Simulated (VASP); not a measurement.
# FeCo (Pm-3m) in VASP: a series of runs

FeCo is run at these levels: PBE+D4; tasks: single point.

Everything below comes from runs of VASP 6.6.1. Logs are shortened: lines on timing, memory, paths and dates and some standing lists are left out, and cuts for length are marked.

### Step 1. The cell of the first run

It takes space group Pm-3m (No. 221, cubic). Conventional cell: a = 2.857 Å, b = 2.857 Å, c = 2.857 Å, α = 90.00°, β = 90.00°, γ = 90.00°. Fe (site symmetry m-3m) has 8 Co at 2.47 Å and 6 Fe at 2.86 Å within 3.3 Å. Co (site symmetry m-3m) has 8 Fe at 2.47 Å and 6 Co at 2.86 Å within 3.3 Å.

### Step 2. Single point, PBE+D4, collinear spin, ferromagnetic start

The input, INCAR:

```
SYSTEM = FeCo
PREC     = Accurate       ! precision mode
ENCUT    = 600            ! plane-wave cutoff, eV
EDIFF    = 1E-6           ! SCF threshold, eV
ISMEAR   = -1             ! smearing method
SIGMA    = 0.3            ! smearing width, eV
LREAL    = .FALSE.        ! projectors in reciprocal space
LASPH    = .TRUE.         ! aspherical terms in the spheres
NELM     = 200            ! most SCF steps
ALGO     = Normal         ! electronic algorithm
ISIF     = 2              ! what is computed and relaxed
LWAVE    = .FALSE.        ! write WAVECAR
LCHARG   = .TRUE.         ! write CHGCAR
ISPIN    = 2              ! spin polarisation
MAGMOM   = 3.5 2.5        ! initial moments
LORBIT   = 11             ! projections on sites
LMAXMIX  = 4              ! l up to which the mixer works
GGA      = PE             ! functional
IVDW     = 13             ! dispersion correction
LELF     = .TRUE.         ! ELF
LVHAR    = .TRUE.       
NBANDS   = 20             ! bands
GGA_COMPAT= .FALSE.
```

The input, KPOINTS:

```
Automatic mesh
0
G
  6 6 6
  0 0 0
```

The input, POSCAR:

```
FeCo
1.0
    2.8570000000      0.0000000000      0.0000000000
    0.0000000000      2.8570000000      0.0000000000
    0.0000000000      0.0000000000      2.8570000000
Fe Co
1 1
Direct
    0.5000000000      0.5000000000      0.5000000000
    0.0000000000      0.0000000000      0.0000000000
```

Potentials or basis: VASP PAW PBE potentials, release 64 (Fe, Co).

Launch:

```bash
$ cat potpaw_PBE.64/Fe/POTCAR potpaw_PBE.64/Co/POTCAR > POTCAR
$ mpirun -np 1 vasp_std > vasp.out
```

OUTCAR:

```text
SYSTEM = FeCo
   PREC = Accurate
   ENCUT = 600
   EDIFF = 1E-6
   ISMEAR = -1
   LREAL = .FALSE.
   LASPH = .TRUE.
   NELM = 200
   ISIF = 2
   ISPIN = 2
   LORBIT = 11
   GGA = PE
   IVDW = 13

 ion  position               nearest neighbor table
   1  0.500  0.500  0.500-   2 2.47   2 2.47   2 2.47   2 2.47   2 2.47   2 2.47   2 2.47   2 2.47

   2  0.000  0.000  0.000-   1 2.47   1 2.47   1 2.47   1 2.47   1 2.47   1 2.47   1 2.47   1 2.47

  LATTYP: Found a simple cubic cell.
 ALAT       =     2.8570000000

  Lattice vectors:

 A1 = (   2.8570000000,   0.0000000000,   0.0000000000)
 A2 = (   0.0000000000,   2.8570000000,   0.0000000000)
 A3 = (   0.0000000000,   0.0000000000,   2.8570000000)

Analysis of symmetry for initial positions (statically):
=====================================================================
 Subroutine PRICEL returns:
 Original cell was already a primitive cell.

 Routine SETGRP: Setting up the symmetry group for a
 simple cubic supercell.

 Subroutine GETGRP returns: Found 48 space group operations
 (whereof 48 operations were pure point group operations)
 out of a pool of 48 trial point group operations.

The static configuration has the point symmetry O_h .

Analysis of symmetry for dynamics (positions and initial velocities):
=====================================================================
 Subroutine PRICEL returns:
 Original cell was already a primitive cell.

 Routine SETGRP: Setting up the symmetry group for a
 simple cubic supercell.

 Subroutine GETGRP returns: Found 48 space group operations
 (whereof 48 operations were pure point group operations)
 out of a pool of 48 trial point group operations.

The dynamic configuration has the point symmetry O_h .

Analysis of structural, dynamic, and magnetic symmetry:
=====================================================================
 Subroutine PRICEL returns:
 Original cell was already a primitive cell.

 Routine SETGRP: Setting up the symmetry group for a
 simple cubic supercell.

 Subroutine GETGRP returns: Found 48 space group operations
 (whereof 48 operations were pure point group operations)
 out of a pool of 48 trial point group operations.

The overall configuration has the point symmetry O_h .

 Subroutine INISYM returns: Found 48 space group operations
 (whereof 48 operations are pure point group operations),
 and found     1 'primitive' translations

----------------------------------------------------------------------------------------

                                     Primitive cell

  volume of cell :      23.3201

  direct lattice vectors                    reciprocal lattice vectors
     2.857000000  0.000000000  0.000000000     0.350017501  0.000000000  0.000000000
     0.000000000  2.857000000  0.000000000     0.000000000  0.350017501  0.000000000
     0.000000000  0.000000000  2.857000000     0.000000000  0.000000000  0.350017501

  length of vectors
     2.857000000  2.857000000  2.857000000     0.350017501  0.350017501  0.350017501

  position of ions in fractional coordinates (direct lattice)
     0.500000000  0.500000000  0.500000000
     0.000000000  0.000000000  0.000000000

  ion indices of the primitive-cell ions
   primitive index   ion index
                 1           1
                 2           2

----------------------------------------------------------------------------------------

 KPOINTS: Automatic mesh

Automatic generation of k-mesh.
 Grid dimensions read from file:
 generate k-points for:    6    6    6

 Generating k-lattice:

  Cartesian coordinates                     Fractional coordinates (reciprocal lattice)
     0.058336250  0.000000000  0.000000000     0.166666667  0.000000000  0.000000000
     0.000000000  0.058336250  0.000000000     0.000000000  0.166666667  0.000000000
     0.000000000  0.000000000  0.058336250     0.000000000  0.000000000  0.166666667

  Length of vectors
     0.058336250  0.058336250  0.058336250

  Shift w.r.t. Gamma in fractional coordinates (k-lattice)
     0.000000000  0.000000000  0.000000000

 Subroutine IBZKPT returns following result:
 ===========================================

 Found     20 irreducible k-points:

 Following reciprocal coordinates:
            Coordinates               Weight
  0.000000  0.000000  0.000000      1.000000
  0.166667  0.000000  0.000000      6.000000
  0.333333  0.000000  0.000000      6.000000
  0.500000  0.000000  0.000000      3.000000
  0.166667  0.166667  0.000000     12.000000
  0.333333  0.166667  0.000000     24.000000
[... 12 lines left out ...]
  0.500000  0.500000  0.333333      6.000000
  0.500000  0.500000  0.500000      1.000000
   k-points           NKPTS =     20   k-points in BZ     NKDIM =     20   number of bands    NBANDS=     20
   number of dos      NEDOS =    301   number of ions     NIONS =      2
   total plane-waves  NPLWV =  13824
   dimension x,y,z NGX =    24 NGY =   24 NGZ =   24
   dimension x,y,z NGXF=    48 NGYF=   48 NGZF=   48
   ions per type =               1   1
   NGX,Y,Z   is equivalent  to a cutoff of  13.97, 13.97, 13.97 a.u.
   NGXF,Y,Z  is equivalent  to a cutoff of  27.93, 27.93, 27.93 a.u.
 SYSTEM =  FeCo
   PREC   = accura    normal or accurate (medium, high low for compatibility)
   ISTART =      0    job   : 0-new  1-cont  2-samecut
   ICHARG =      2    charge: 1-file 2-atom 10-const
   ISPIN  =      2    spin polarized calculation?
   LNONCOLLINEAR =      F non collinear calculations
   LSORBIT =      F    spin-orbit coupling
   LASPH  =      T    aspherical Exc in radial PAW
   ENCUT  =  600.0 eV  44.10 Ry    6.64 a.u.   5.71  5.71  5.71*2*pi/ulx,y,z
   NELM   =    200;   NELMIN=  2; NELMDL= -5     # of ELM steps
   EDIFF  = 0.1E-05   stopping-criterion for ELM
   LREAL  =      F    real-space projection
   EDIFFG = 0.1E-04   stopping-criterion for IOM
   NSW    =      0    number of steps for IOM
   IBRION =     -1    ionic relax: 0-MD 1-quasi-New 2-CG
   NFREE  =      0    steps in history (QN), initial steepest desc. (CG)
   ISIF   =      2    stress and relaxation
   ISYM   =      2    0-nonsym 1-usesym 2-fastsym
   POTIM  = 0.5000    time-step for ionic-motion
   TEBEG  =    0.0;   TEEND  =   0.0 temperature during run
   PSTRESS=    0.0 pullay stress
   NELECT =      17.0000    total number of electrons
   NUPDOWN=      -1.0000    fix difference up-down
   EMIN   =  10.00;   EMAX   =-10.00  energy-range for DOS
   EFERMI =   0.00;   METHOD = LEGACY
   ISMEAR =    -1;   SIGMA  =   0.30  broadening in eV -4-tet -1-fermi 0-gaus
   EFERMI_NEDOS =   21; number of points for ismear=-14 and -15
   IALGO  =     38    algorithm
   IMIX   =      4    mixing-type and parameters
     AMIX     =   0.40;   BMIX     =  1.00
     AMIX_MAG =   1.60;   BMIX_MAG =  1.00
  volume/ion in A,a.u.               =      11.66        78.69
  Fermi-wavevector in a.u.,A,eV,Ry     =   1.473378  2.784281 29.536115  2.170843
  Thomas-Fermi vector in A             =   2.588279
   LORBIT       =     11    0 simple, 1 ext, 2 COOP (PROOUT), +10 PAW based schemes
   GGA     = PE    functional components
   LHFCALC =     F    Hartree Fock is set to
   AEXX    =    0.0000 exact exchange contribution
   IVDW    =    13    specifies the selected vdW correction
   LEPSILON=     F    determine dielectric tensor
   LRPA    =     F    only Hartree local field effects (RPA)
 spin polarized calculation
  energy-cutoff  :      600.00
  volume of cell :       23.32
 maximum number of plane-waves:       804
 NGX is ok and might be reduce to    24
   NGX = 11   NGY = 11   NGZ = 11

 number of electron      16.9999996 magnetization       4.2332557

 Free energy of the ion-electron system (eV)
  ---------------------------------------------------
  ext. energy  EPLUGINS =         0.00000000
  ---------------------------------------------------
  free energy    TOTEN  =       -15.63817959 eV

  energy without entropy =      -15.00527271  energy(sigma->0) =      -15.32172615

 E-fermi :   7.7341     XC(G=0): -12.9750

 val. band max:        7.6716462719   @ k =   0.5000   0.1667   0.0000
 cond. band min:       7.7887636218   @ k =   0.5000   0.3333   0.0000
 fundamental gap:      0.1171173499
 Fermi energy:         7.7340903374

 spin component 1

 k-point     1 :       0.0000    0.0000    0.0000
  band No.  band energies     occupation
      1      -1.0069      1.00000
      2       2.6866      1.00000
      3       2.6866      1.00000
      4       4.9542      0.99991
      5       4.9542      0.99991
      6       4.9542      0.99991
[... 12 lines left out ...]
     19      32.2707      0.00000
     20      32.2707      0.00000

 k-point     2 :       0.1667    0.0000    0.0000
  band No.  band energies     occupation
      1      -0.4555      1.00000
      2       2.8948      1.00000
      3       2.9074      1.00000
      4       4.9569      0.99990
      5       4.9569      0.99990
      6       5.0941      0.99985
[... 12 lines left out ...]
     19      31.2501      0.00000
     20      31.2501      0.00000
[... 372 lines left out ...]
      2       3.8117      1.00000
      3       3.9083      1.00000
      4       3.9083      1.00000
      5       4.7646      0.99995
      6       4.7646      0.99995
[... 12 lines left out ...]
     19      39.3753      0.00000
     20      39.3753      0.00000

 k-point    20 :       0.5000    0.5000    0.5000
  band No.  band energies     occupation
      1       3.9949      1.00000
      2       3.9949      1.00000
      3       3.9949      1.00000
      4       4.2622      0.99999
      5       4.2622      0.99999
      6       4.2622      0.99999
[... 12 lines left out ...]
     19      44.0786      0.00000
     20      45.8907      0.00000
 Fermi energy:         7.7340903374

 spin component 2

 k-point     1 :       0.0000    0.0000    0.0000
  band No.  band energies     occupation
      1      -0.8521      1.00000
      2       4.4578      0.99998
      3       4.4579      0.99998
      4       6.7341      0.96555
      5       6.7341      0.96555
      6       6.7341      0.96555
[... 12 lines left out ...]
     19      32.0629      0.00000
     20      32.0629      0.00000

 k-point     2 :       0.1667    0.0000    0.0000
  band No.  band energies     occupation
      1      -0.2975      1.00000
      2       4.6053      0.99997
      3       4.7196      0.99996
      4       6.7101      0.96812
      5       6.7101      0.96812
      6       6.8744      0.94612
[... 12 lines left out ...]
     19      31.3570      0.00000
     20      31.3570      0.00000
[... 373 lines left out ...]
      3       5.3799      0.99961
      4       5.3799      0.99961
      5       6.0581      0.99627
      6       6.0581      0.99627
[... 12 lines left out ...]
     19      39.3558      0.00000
     20      39.3558      0.00000

 k-point    20 :       0.5000    0.5000    0.5000
  band No.  band energies     occupation
      1       5.3206      0.99968
      2       5.3206      0.99968
      3       5.3206      0.99968
      4       5.7096      0.99883
      5       5.7096      0.99883
      6       5.7096      0.99883
[... 12 lines left out ...]
     19      45.6734      0.00000
     20      45.7234      0.00000

------------------------ aborting loop because EDIFF is reached ----------------------------------------

  DFT-D4 for vdW energy calculation

  Edisp (eV):   -0.74305

  FORCE on cell =-STRESS in cart. coord.  units (eV):
  Direction    XX          YY          ZZ          XY          YZ          ZX
  --------------------------------------------------------------------------------------
  -------------------------------------------------------------------------------------
  Total      -1.14050    -1.14050    -1.14050    -0.00000     0.00000    -0.00000
  in kB     -78.35640   -78.35640   -78.35640    -0.00000     0.00000    -0.00000
  external pressure =      -78.36 kB  Pullay stress =        0.00 kB

 VOLUME and BASIS-vectors are now :
 -----------------------------------------------------------------------------
  energy-cutoff  :      600.00
  volume of cell :       23.32
      direct lattice vectors                 reciprocal lattice vectors
     2.857000000  0.000000000  0.000000000     0.350017501  0.000000000  0.000000000
     0.000000000  2.857000000  0.000000000     0.000000000  0.350017501  0.000000000
     0.000000000  0.000000000  2.857000000     0.000000000  0.000000000  0.350017501

 POSITION                                       TOTAL-FORCE (eV/Angst)
 -----------------------------------------------------------------------------------
      1.42850      1.42850      1.42850         0.000000      0.000000      0.000000
      0.00000      0.00000      0.00000         0.000000      0.000000      0.000000
 -----------------------------------------------------------------------------------
    total drift:                                0.000000      0.000000     -0.000000

  FREE ENERGIE OF THE ION-ELECTRON SYSTEM (eV)
  ---------------------------------------------------
  free  energy   TOTEN  =       -16.3812302636 eV

  energy  without entropy=      -15.7483233813  energy(sigma->0) =      -16.06477682

 total charge

# of ion       s       p       d       tot
------------------------------------------
    1        0.466   0.507   6.161   7.134
    2        0.477   0.493   7.241   8.212
--------------------------------------------------
tot          0.943   1.001  13.402  15.347

 magnetization (x)

# of ion       s       p       d       tot
------------------------------------------
    1       -0.000  -0.035   2.659   2.624
    2       -0.011  -0.046   1.680   1.623
--------------------------------------------------
tot         -0.011  -0.080   4.339   4.248
```

Wall time 49 s (1 thread of Intel Xeon 8259CL, shared host); peak memory 0.16 GiB.

What came out:

```yaml
Free_energy: -16.3812 eV
Pressure: -7.8 GPa
Net_moment: 4.23 μB per cell
Site_moments: Fe +2.62; Co +1.62 μB
Valence_electrons_inside_the_program's_atomic_spheres: Fe 7.13; Co 8.21
Dispersion_energy_per_atom: -0.372 eV
```

Caveat: the k points lie up to 0.37 Å⁻¹ apart; so wide a smearing shifts energies and pressures.

### Step 3. Single point, PBE+D4, collinear spin, ferrimagnetic start

The input, INCAR:

```
PREC = Accurate
ENCUT = 600
EDIFF = 1E-6
ISMEAR = -1
SIGMA = 0.3
LREAL = False
LASPH = True
NELM = 200
ALGO = Normal
ISIF = 2
LWAVE = False
LCHARG = True
ISPIN = 2
MAGMOM = 3.5 -2.5
LORBIT = 11
LMAXMIX = 4
GGA = PE
IVDW = 13
LELF = True
LVHAR = True
NBANDS = 20
GGA_COMPAT = False
```

The input, KPOINTS:

```
Automatic mesh
0
Gamma
  6 6 6
```

POSCAR is that of step 2.

Potentials or basis: VASP PAW PBE potentials, release 64 (Fe, Co).

Launch:

```bash
$ cat potpaw_PBE.64/Fe/POTCAR potpaw_PBE.64/Co/POTCAR > POTCAR
$ mpirun -np 1 vasp_std > vasp.out
```

Run time: 5.1 min. Hardware: 1 thread of Intel Xeon 8259CL, shared host; peak memory 0.17 GiB.

The run converged. Its results:

```
Free energy                                           : -16.3812 eV
Pressure                                              : -7.8 GPa
Net moment                                            : 4.23 μB per cell
Site moments                                          : Fe +2.62; Co +1.62 μB
Valence electrons inside the program's atomic spheres : Fe 7.13; Co 8.21
Dispersion energy per atom                            : -0.372 eV
```

Levels at points of the mesh, in eV from the Fermi level:
Spin up:
| k point | band 8 | band 9 | band 10 | band 11 | band 12 | band 13 | band 14 | band 15 |
| --- | --- | --- | --- | --- | --- | --- | --- | --- |
| (0.00, 0.00, 0.00) | -1.70 | -0.62 | -0.62 | -0.62 | 9.21 | 9.21 | 9.21 | 14.78 |
| (0.50, 0.00, 0.00) | -2.30 | -1.75 | -1.68 | -0.62 | -0.36 | 16.02 | 16.02 | 16.19 |
| (0.50, 0.50, 0.00) | -1.46 | -0.38 | -0.38 | 0.06 | 0.06 | 6.22 | 6.40 | 17.79 |
| (0.50, 0.50, 0.50) | -1.58 | -1.42 | -1.42 | 7.75 | 7.75 | 7.75 | 7.85 | 7.85 |
Spin down:
| k point | band 4 | band 5 | band 6 | band 7 | band 8 | band 9 |
| --- | --- | --- | --- | --- | --- | --- |
| (0.00, 0.00, 0.00) | -1.00 | -1.00 | -1.00 | 0.93 | 0.93 | 1.62 |
| (0.50, 0.00, 0.00) | -0.96 | -0.96 | -0.93 | -0.23 | -0.14 | -0.14 |
| (0.50, 0.50, 0.00) | -2.10 | 0.15 | 0.15 | 0.62 | 0.68 | 0.94 |
| (0.50, 0.50, 0.50) | -2.02 | -2.02 | -2.02 | 0.71 | 0.71 | 1.66 |

Caveat: the k points lie up to 0.37 Å⁻¹ apart; so wide a smearing shifts energies and pressures.
